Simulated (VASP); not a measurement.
# B2O (P-3m1) in VASP: single point with PBE

Aim: the single point of B2O with PBE.

Everything below comes from runs of VASP 6.6.1. Logs are shortened: lines on timing, memory, paths and dates and some standing lists are left out, and cuts for length are marked.

### 1 The cell of the first run

It takes space group P-3m1 (No. 164, trigonal). The conventional cell has a = 2.879 Å, b = 2.879 Å, c = 7.052 Å, α = 90.00°, β = 90.00°, γ = 120.00°. Within 2.3 Å of B (site symmetry 3m) lie 1 B at 1.69 Å and 3 O at 1.74 Å. B (site symmetry 3m) has 3 B at 1.69 Å and 1 O at 2.00 Å within 2.3 Å. O (site symmetry 3m) has 4 B at 1.74 to 2.00 Å within 2.3 Å.

### 2 Single point, PBE

Input file INCAR:

```
SYSTEM = B2O
PREC = Accurate
ENCUT = 520
EDIFF = 1E-6
ISMEAR = 0
SIGMA = 0.05
LREAL = Auto
LASPH = .True.
NELM = 60
ALGO = Normal
ISIF = 2
LWAVE = .False.
LCHARG = .True.
GGA = PE
LELF = .True.
LVHAR = .True.
NBANDS = 141
```

Input file KPOINTS:

```
Automatic mesh
0
Gamma
  3 3 2
  0 0 0
```

Input file POSCAR:

```
B2O
1.0
    8.6370000000      0.0000000000      0.0000000000
   -4.3185000000      7.4798610000      0.0000000000
    0.0000000000      0.0000000000      7.0520000000
B O
36 18
Direct
    0.0000000000      0.0000000000      0.3800000000
    0.0000000000      0.3333330000      0.3800000000
    0.0000000000      0.6666670000      0.3800000000
    0.3333330000      0.0000000000      0.3800000000
    0.3333330000      0.3333330000      0.3800000000
    0.3333330000      0.6666670000      0.3800000000
    0.6666670000      0.0000000000      0.3800000000
    0.6666670000      0.3333330000      0.3800000000
    0.6666670000      0.6666670000      0.3800000000
    0.0000000000      0.0000000000      0.6200000000
    0.0000000000      0.3333330000      0.6200000000
    0.0000000000      0.6666670000      0.6200000000
    0.3333330000      0.0000000000      0.6200000000
    0.3333330000      0.3333330000      0.6200000000
    0.3333330000      0.6666670000      0.6200000000
    0.6666670000      0.0000000000      0.6200000000
    0.6666670000      0.3333330000      0.6200000000
    0.6666670000      0.6666670000      0.6200000000
    0.2222220000      0.1111110000      0.0230000000
    0.2222220000      0.4444440000      0.0230000000
    0.2222220000      0.7777780000      0.0230000000
    0.5555560000      0.1111110000      0.0230000000
    0.5555560000      0.4444440000      0.0230000000
    0.5555560000      0.7777780000      0.0230000000
    0.8888890000      0.1111110000      0.0230000000
    0.8888890000      0.4444440000      0.0230000000
    0.8888890000      0.7777780000      0.0230000000
    0.1111110000      0.2222220000      0.9770000000
    0.1111110000      0.5555560000      0.9770000000
    0.1111110000      0.8888890000      0.9770000000
    0.4444440000      0.2222220000      0.9770000000
    0.4444440000      0.5555560000      0.9770000000
    0.4444440000      0.8888890000      0.9770000000
    0.7777780000      0.2222220000      0.9770000000
    0.7777780000      0.5555560000      0.9770000000
    0.7777780000      0.8888890000      0.9770000000
    0.2222220000      0.1111110000      0.3060000000
    0.2222220000      0.4444440000      0.3060000000
    0.2222220000      0.7777780000      0.3060000000
    0.5555560000      0.1111110000      0.3060000000
    0.5555560000      0.4444440000      0.3060000000
    0.5555560000      0.7777780000      0.3060000000
    0.8888890000      0.1111110000      0.3060000000
    0.8888890000      0.4444440000      0.3060000000
    0.8888890000      0.7777780000      0.3060000000
    0.1111110000      0.2222220000      0.6940000000
    0.1111110000      0.5555560000      0.6940000000
    0.1111110000      0.8888890000      0.6940000000
    0.4444440000      0.2222220000      0.6940000000
    0.4444440000      0.5555560000      0.6940000000
    0.4444440000      0.8888890000      0.6940000000
    0.7777780000      0.2222220000      0.6940000000
    0.7777780000      0.5555560000      0.6940000000
    0.7777780000      0.8888890000      0.6940000000
```

Potentials or basis: VASP PAW PBE potentials, release 64 (B, O).

Launch:

```bash
cat potpaw_PBE.64/B/POTCAR potpaw_PBE.64/O/POTCAR > POTCAR
mpirun -np 1 vasp_std > vasp.out
```

OUTCAR:

```text
SYSTEM = B2O
   PREC = Accurate
   ENCUT = 520
   EDIFF = 1E-6
   ISMEAR = 0
   LREAL = Auto
   LASPH = .True.
   NELM = 60
   ISIF = 2
   GGA = PE

 ion  position               nearest neighbor table
   1  0.000  0.000  0.380-  10 1.69  45 1.74  43 1.74  37 1.74
   2  0.000  0.333  0.380-  11 1.69  43 1.74  44 1.74  38 1.74
   3  0.000  0.667  0.380-  12 1.69  39 1.74  45 1.74  44 1.74
   4  0.333  0.000  0.380-  13 1.69  39 1.74  37 1.74  40 1.74
   5  0.333  0.333  0.380-  14 1.69  37 1.74  38 1.74  41 1.74
   6  0.333  0.667  0.380-  15 1.69  39 1.74  38 1.74  42 1.74
[... 46 lines left out ...]
  53  0.778  0.556  0.694-  18 1.74  12 1.74  17 1.74  35 2.00
  54  0.778  0.889  0.694-  18 1.74  16 1.74  10 1.74  36 2.00

  LATTYP: Found a hexagonal cell.
 ALAT       =     8.6370000000
 C/A-ratio  =     0.8164872062

  Lattice vectors:

 A1 = (   8.6370000000,   0.0000000000,   0.0000000000)
 A2 = (  -4.3185000000,   7.4798610000,   0.0000000000)
 A3 = (   0.0000000000,   0.0000000000,   7.0520000000)

Analysis of symmetry for initial positions (statically):
=====================================================================
 Subroutine PRICEL returns following result:

  LATTYP: Found a hexagonal cell.
 ALAT       =     2.8789971210
 C/A-ratio  =     2.4494640681

  Lattice vectors:

 A1 = (   2.8789971210,   0.0000000000,   0.0000000000)
 A2 = (  -1.4394985605,   2.4932845067,   0.0000000000)
 A3 = (   0.0000000000,   0.0000000000,   7.0520000000)

   9 primitive cells build up your supercell.

 Routine SETGRP: Setting up the symmetry group for a
 hexagonal supercell.

 Subroutine GETGRP returns: Found 12 space group operations
 (whereof 12 operations were pure point group operations)
 out of a pool of 24 trial point group operations.

The static configuration has the point symmetry D_3d.

Analysis of symmetry for dynamics (positions and initial velocities):
=====================================================================
 Subroutine PRICEL returns following result:

  LATTYP: Found a hexagonal cell.
 ALAT       =     2.8789971210
 C/A-ratio  =     2.4494640681

  Lattice vectors:

 A1 = (   2.8789971210,   0.0000000000,   0.0000000000)
 A2 = (  -1.4394985605,   2.4932845067,   0.0000000000)
 A3 = (   0.0000000000,   0.0000000000,   7.0520000000)

   9 primitive cells build up your supercell.

 Routine SETGRP: Setting up the symmetry group for a
 hexagonal supercell.

 Subroutine GETGRP returns: Found 12 space group operations
 (whereof 12 operations were pure point group operations)
 out of a pool of 24 trial point group operations.

The dynamic configuration has the point symmetry D_3d.

 Subroutine INISYM returns: Found 12 space group operations
 (whereof 12 operations are pure point group operations),
 and found     9 'primitive' translations

----------------------------------------------------------------------------------------

                                     Primitive cell

  volume of cell :      50.6204

  direct lattice vectors                    reciprocal lattice vectors
     2.878997121  0.000000000  0.000000000     0.347343175  0.200538686  0.000000000
    -1.439498560  2.493284507  0.000000000     0.000000000  0.401077373  0.000000000
     0.000000000  0.000000000  7.052000000     0.000000000  0.000000000  0.141803744

  length of vectors
     2.878997121  2.878997002  7.052000000     0.401077356  0.401077373  0.141803744

  position of ions in fractional coordinates (direct lattice)
     0.000000000  0.000000000  0.380000000
     0.000000000  0.000000000  0.620000000
     0.666669667  0.333333333  0.023000000
     0.333333333  0.666669667  0.977000000
     0.666669667  0.333333333  0.306000000
     0.333333333  0.666669667  0.694000000

  ion indices of the primitive-cell ions
   primitive index   ion index
                 1           1
                 2          10
                 3          25
                 4          30
                 5          43
                 6          48

----------------------------------------------------------------------------------------

 KPOINTS: Automatic mesh

Automatic generation of k-mesh.
 Grid dimensions read from file:
 generate k-points for:    3    3    2

 Generating k-lattice:

  Cartesian coordinates                     Fractional coordinates (reciprocal lattice)
     0.038593647  0.022282054  0.000000000     0.333333333 -0.000000000  0.000000000
     0.000000000  0.044564108  0.000000000     0.000000000  0.333333333  0.000000000
     0.000000000  0.000000000  0.070901872     0.000000000  0.000000000  0.500000000

  Length of vectors
     0.044564106  0.044564108  0.070901872

  Shift w.r.t. Gamma in fractional coordinates (k-lattice)
     0.000000000  0.000000000  0.000000000

 Subroutine IBZKPT returns following result:
 ===========================================

 Found      6 irreducible k-points:

 Following reciprocal coordinates:
            Coordinates               Weight
  0.000000  0.000000  0.000000      1.000000
  0.333333 -0.000000  0.000000      6.000000
  0.333333  0.333333  0.000000      2.000000
  0.000000  0.000000  0.500000      1.000000
  0.333333 -0.000000  0.500000      6.000000
  0.333333  0.333333  0.500000      2.000000
   k-points           NKPTS =      6   k-points in BZ     NKDIM =      6   number of bands    NBANDS=    141
   number of dos      NEDOS =    301   number of ions     NIONS =     54
   total plane-waves  NPLWV = 221184
   dimension x,y,z NGX =    64 NGY =   64 NGZ =   54
   dimension x,y,z NGXF=   128 NGYF=  128 NGZF=  108
   ions per type =              36  18
   NGX,Y,Z   is equivalent  to a cutoff of  12.32, 12.32, 12.73 a.u.
   NGXF,Y,Z  is equivalent  to a cutoff of  24.64, 24.64, 25.46 a.u.
 SYSTEM =  B2O
   PREC   = accura    normal or accurate (medium, high low for compatibility)
   ISTART =      0    job   : 0-new  1-cont  2-samecut
   ICHARG =      2    charge: 1-file 2-atom 10-const
   ISPIN  =      1    spin polarized calculation?
   LNONCOLLINEAR =      F non collinear calculations
   LSORBIT =      F    spin-orbit coupling
   LASPH  =      T    aspherical Exc in radial PAW
   ENCUT  =  520.0 eV  38.22 Ry    6.18 a.u.  16.06 16.06 13.11*2*pi/ulx,y,z
   NELM   =     60;   NELMIN=  2; NELMDL= -5     # of ELM steps
   EDIFF  = 0.1E-05   stopping-criterion for ELM
   LREAL  =      T    real-space projection
   EDIFFG = 0.1E-04   stopping-criterion for IOM
   NSW    =      0    number of steps for IOM
   IBRION =     -1    ionic relax: 0-MD 1-quasi-New 2-CG
   NFREE  =      0    steps in history (QN), initial steepest desc. (CG)
   ISIF   =      2    stress and relaxation
   ISYM   =      2    0-nonsym 1-usesym 2-fastsym
   POTIM  = 0.5000    time-step for ionic-motion
   TEBEG  =    0.0;   TEEND  =   0.0 temperature during run
   PSTRESS=    0.0 pullay stress
   NELECT =     216.0000    total number of electrons
   NUPDOWN=      -1.0000    fix difference up-down
   EMIN   =  10.00;   EMAX   =-10.00  energy-range for DOS
   EFERMI =   0.00;   METHOD = LEGACY
   ISMEAR =     0;   SIGMA  =   0.05  broadening in eV -4-tet -1-fermi 0-gaus
   EFERMI_NEDOS =   21; number of points for ismear=-14 and -15
   IALGO  =     38    algorithm
   IMIX   =      4    mixing-type and parameters
     AMIX     =   0.40;   BMIX     =  1.00
     AMIX_MAG =   1.60;   BMIX_MAG =  1.00
  volume/ion in A,a.u.               =       8.44        56.93
  Fermi-wavevector in a.u.,A,eV,Ry     =   1.276546  2.412322 22.171645  1.629570
  Thomas-Fermi vector in A             =   2.409196
   LORBIT       =      0    0 simple, 1 ext, 2 COOP (PROOUT), +10 PAW based schemes
   GGA     = PE    functional components
   LHFCALC =     F    Hartree Fock is set to
   AEXX    =    0.0000 exact exchange contribution
   IVDW    =     0    specifies the selected vdW correction
   LEPSILON=     F    determine dielectric tensor
   LRPA    =     F    only Hartree local field effects (RPA)
 non-spin polarized calculation
 Gauss-broadening in eV      SIGMA  =   0.05
  energy-cutoff  :      520.00
  volume of cell :      455.58
 maximum number of plane-waves:     12336
   NGX = 33   NGY = 33   NGZ = 27

 number of electron     216.0000015 magnetization

 Free energy of the ion-electron system (eV)
  ---------------------------------------------------
  ext. energy  EPLUGINS =         0.00000000
  ---------------------------------------------------
  free energy    TOTEN  =      -338.62800751 eV

  energy without entropy =     -338.61162277  energy(sigma->0) =     -338.61981514

 E-fermi :   6.1454     XC(G=0): -11.0669

 val. band max:        6.1220121377   @ k =   0.0000   0.0000   0.5000
 cond. band min:       6.1765494231   @ k =   0.0000   0.0000   0.0000
 fundamental gap:      0.0545372854
 Fermi energy:         6.1453696612

 k-point     1 :       0.0000    0.0000    0.0000
  band No.  band energies     occupation
      1     -17.3198      2.00000
      2     -16.8089      2.00000
      3     -16.4276      2.00000
      4     -16.4275      2.00000
      5     -16.4275      2.00000
      6     -16.4274      2.00000
[... 112 lines left out ...]
    119       7.5270      0.00000
    120       7.5270      0.00000

 k-point     2 :       0.3333   -0.0000    0.0000
  band No.  band energies     occupation
      1     -17.1984      2.00000
      2     -16.8656      2.00000
      3     -16.7075      2.00000
      4     -16.5814      2.00000
      5     -16.5814      2.00000
      6     -16.4376      2.00000
[... 488 lines left out ...]
      3     -16.9570      2.00000
      4     -16.5385      2.00000
      5     -16.5383      2.00000
      6     -16.5382      2.00000
[... 112 lines left out ...]
    119       7.1918      0.00000
    120       7.1919      0.00000
 [bands above 120 left out]

------------------------ aborting loop because EDIFF is reached ----------------------------------------

  FORCE on cell =-STRESS in cart. coord.  units (eV):
  Direction    XX          YY          ZZ          XY          YZ          ZX
  --------------------------------------------------------------------------------------
  -------------------------------------------------------------------------------------
  Total      -81.5847873    -81.5847783      2.5322860      0.0000000      0.0000000      0.0000000
  in kB     -286.9135226   -286.9134909      8.9054235      0.0000000      0.0000000      0.0000000
  external PRESSURE =    -188.3071967 kB  Pullay stress =       0.0000000 kB

 VOLUME and BASIS-vectors are now :
 -----------------------------------------------------------------------------
  energy-cutoff  :      520.00
  volume of cell :      455.58
      direct lattice vectors                 reciprocal lattice vectors
     8.637000000  0.000000000  0.000000000     0.115780942  0.066846162  0.000000000
    -4.318500000  7.479861000  0.000000000     0.000000000  0.133692324  0.000000000
     0.000000000  0.000000000  7.052000000     0.000000000  0.000000000  0.141803744

 POSITION                                       TOTAL-FORCE (eV/Angst)
 -----------------------------------------------------------------------------------
      0.00000      0.00000      2.67976        -0.000000     -0.000000      0.149044
     -1.43950      2.49328      2.67976         0.000000      0.000000      0.149044
     -2.87900      4.98658      2.67976         0.000000     -0.000000      0.149044
      2.87900      0.00000      2.67976         0.000000      0.000000      0.149044
      1.43950      2.49328      2.67976         0.000000     -0.000000      0.149044
     -0.00000      4.98658      2.67976        -0.000000      0.000000      0.149044
[... 46 lines left out ...]
      4.31850      4.15548      4.89409        -0.000000     -0.000000      0.033619
      2.87900      6.64877      4.89409        -0.000000      0.000000      0.033619
 -----------------------------------------------------------------------------------
    total drift:                                0.000000      0.000000      0.000000

  FREE ENERGIE OF THE ION-ELECTRON SYSTEM (eV)
  ---------------------------------------------------
  free  energy   TOTEN  =      -338.6280075066 eV

  energy  without entropy=     -338.6116227738  energy(sigma->0) =     -338.61981514
```

Run time: 12 min. Hardware: 1 thread of Intel Xeon Platinum 8259CL at 2.50GHz (Skylake/Cascade Lake), shared host; peak memory 0.61 GiB.

What came out:

```yaml
Free_energy: -338.6280 eV
Pressure: -18.8 GPa
Largest_force: 0.149 eV/Å
Band_gap_on_the_k_mesh: zero (bands 108 and 109 overlap by 0.50 eV)
```

Forces on the atoms (eV/Å):
```
B    0.000  0.000  0.149
B    0.000  0.000  0.149
B    0.000  0.000  0.149
B    0.000  0.000  0.149
B    0.000  0.000  0.149
B    0.000  0.000  0.149
B    0.000  0.000  0.149
B    0.000  0.000  0.149
B    0.000  0.000  0.149
B    0.000  0.000 -0.149
B    0.000  0.000 -0.149
B    0.000  0.000 -0.149
B    0.000  0.000 -0.149
B    0.000  0.000 -0.149
B    0.000  0.000 -0.149
B    0.000  0.000 -0.149
B    0.000  0.000 -0.149
B    0.000  0.000 -0.149
B    0.000  0.000 -0.058
B    0.000  0.000 -0.058
B    0.000  0.000 -0.058
B    0.000  0.000 -0.058
B    0.000  0.000 -0.058
B    0.000  0.000 -0.058
B    0.000  0.000 -0.058
B    0.000  0.000 -0.058
B    0.000  0.000 -0.058
B    0.000  0.000  0.058
B    0.000  0.000  0.058
B    0.000  0.000  0.058
B    0.000  0.000  0.058
B    0.000  0.000  0.058
B    0.000  0.000  0.058
B    0.000  0.000  0.058
B    0.000  0.000  0.058
B    0.000  0.000  0.058
O    0.000  0.000 -0.034
O    0.000  0.000 -0.034
O    0.000  0.000 -0.034
O    0.000  0.000 -0.034
O    0.000  0.000 -0.034
O    0.000  0.000 -0.034
O    0.000  0.000 -0.034
O    0.000  0.000 -0.034
O    0.000  0.000 -0.034
O    0.000  0.000  0.034
O    0.000  0.000  0.034
O    0.000  0.000  0.034
O    0.000  0.000  0.034
O    0.000  0.000  0.034
O    0.000  0.000  0.034
O    0.000  0.000  0.034
O    0.000  0.000  0.034
O    0.000  0.000  0.034
```

Levels at points of the mesh, in eV from the Fermi level:
```csv
k point,band 105,band 106,band 107,band 108,band 109,band 110
"(0.00, 0.00, 0.00)",-0.70,-0.70,-0.70,0.03,0.03,0.03
"(0.00, 0.00, 0.50)",-0.67,-0.67,-0.44,-0.42,-0.42,-0.42
```

Caveat: the k points lie up to 0.45 Å⁻¹ apart, too coarse for converged energies and pressures of a metal.
